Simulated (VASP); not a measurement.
Wanted: the native input for a VASP 6.6.1 run.

```
Task                   : single point
Functional             : PBE
Potentials or basis    : VASP PAW PBE potentials, release 64 (Hf_pv, N)
Cutoff                 : 520 eV
k mesh                 : 22 × 22 × 22
Occupations            : gaussian, width 0.15 eV
Spin                   : no spin polarisation
Dipole correction      : no
Further INCAR settings : ALGO = Normal; EDIFF = 1e-07; NBANDS = 14
```

The structure of HfN lies in POSCAR:

```
HfN
1.0
    0.0000000000      2.1602017307      2.2170491446
    2.1602017307      0.0000000000      2.2170491446
    2.1602017307      2.1602017307      0.0000000000
Hf N
1 1
Direct
    0.0000000000      0.0000000000      0.0000000000
    0.5000000000      0.5000000000      0.5000000000
```

This cell differs from its parent crystal: strain -0.050 along x and y, -0.025 along z.

These files were run (other wordings do the same):

INCAR

```
ALGO = Normal
EDIFF = 1E-7
ENCUT = 520
GGA = PE
ISIF = 2
ISMEAR = 0
LASPH = True
LCHARG = False
LREAL = False
LWAVE = False
NBANDS = 14
NELM = 60
PREC = Accurate
SIGMA = 0.15
```

KPOINTS

```
k-points
0
Gamma
  22 22 22
```

Potentials or basis: VASP PAW PBE potentials, release 64 (Hf_pv, N).

Launch:

```bash
$ cat potpaw_PBE.64/Hf_pv/POTCAR potpaw_PBE.64/N/POTCAR > POTCAR
$ mpirun -np 1 vasp_std > vasp.out
```

It gave:

```
Pressure               : 42.2 GPa
Band gap on the k mesh : zero (an odd number of electrons rules out a gap without spin polarisation)
```

Caveat: the cell differs from its parent crystal (strain -0.050 along x and y, -0.025 along z); the cell stands under pressure; spin-orbit coupling is left out, which moves the levels of the heavy elements.

Run time: 100 s on 1 thread of Intel(R) Xeon(R) Platinum 8488C (Sapphire Rapids), with other jobs on the host, peak memory 0.36 GiB.
